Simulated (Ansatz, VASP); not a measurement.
## ZnS in VASP and in Ansatz

```
Zn S
1.0
    -3.81100    0.00000    0.00000
    -1.90550   -3.30042    0.00000
    -0.47618   -0.27493   12.46800
Zn S
4 4
Direct
  0.27888 0.27888 0.65375
  0.32053 0.32053 0.15375
  0.59138 0.59138 0.90375
  0.63303 0.63303 0.40375
  0.26284 0.26284 0.84625
  0.30449 0.30449 0.34625
  0.65865 0.65865 0.09625
  0.61700 0.61700 0.59625
```

Alike in both runs: task single point; functional PBE; k mesh 8 × 8 × 3; occupations gaussian, width 0.05 eV; no spin polarisation.

|  | VASP | Ansatz |
| --- | --- | --- |
| version | VASP 6.6.1 | Ansatz 0.2.0 |
| potentials or method | VASP PAW PBE potentials, release 64 (Zn, S), cutoff 520 eV | scalar-relativistic, plane waves, PAW |
| valence electrons in the cell | 72 | 72 |

|  | VASP | Ansatz | Ansatz less VASP |
| --- | --- | --- | --- |
| gap on the k mesh at the Fermi level (eV) | 2.14 | 2.14 | -0.006 |
| least direct gap on the mesh (eV) | 2.14 | 2.14 | -0.006 |
| pressure (GPa) | 2.3 | 2.2 | -0.15 |
| traceless stress, the component that is largest in VASP (GPa) | -1.41 | -1.38 | +0.031 |
| rms of the force components (eV/Å) | 0.211 | 0.209 | -0.0018 |

Atom by atom the forces differ by 0.002 eV/Å (rms over components).
